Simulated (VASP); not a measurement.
Here is a VASP 6.6.1 calculation.

The input INCAR:

```
SYSTEM = Tl
PREC = Accurate
ENCUT = 600
EDIFF = 1E-6
ISMEAR = 0
SIGMA = 0.1
LREAL = .False.
LASPH = .True.
NELM = 60
ALGO = Fast
ISIF = 3
LWAVE = .False.
LCHARG = .False.
GGA = PE
IBRION = 2
NSW = 100
EDIFFG = -0.005
```

KPOINTS

```
regular mesh
0
Gamma
  15 15 8
  0 0 0
```

The input POSCAR:

```
Tl
1.0
    3.4705966729      0.0000000000      0.0000000000
   -1.7352983364      3.0056248850      0.0000000000
    0.0000000000      0.0000000000      5.3976795222
Tl
2
Direct
    0.3333333333      0.6666666667      0.2500000000
    0.6666666667      0.3333333333      0.7500000000
```

Potentials or basis: VASP PAW PBE potentials, release 64 (Tl_d).

Launch:

```bash
$ cat potpaw_PBE.64/Tl_d/POTCAR > POTCAR
$ mpirun -np 1 vasp_std > vasp.out
```

(1) Estimate the relaxed cell.

(2) What does it give for the band gap on the k mesh?

(3) What does it give for the space group after relaxing (to 0.05 Å)?

## Answers

(1) a = 3.609 Å, b = 3.609 Å, c = 5.567 Å, α = 90.00°, β = 90.00°, γ = 120.00°.

(2) zero (band 13 reaches 9.17 eV, above the bottom of band 14 at 3.73 eV).

(3) P6_3/mmc (No. 194).

Caveat: spin-orbit coupling is left out, which moves the levels of the heavy elements.
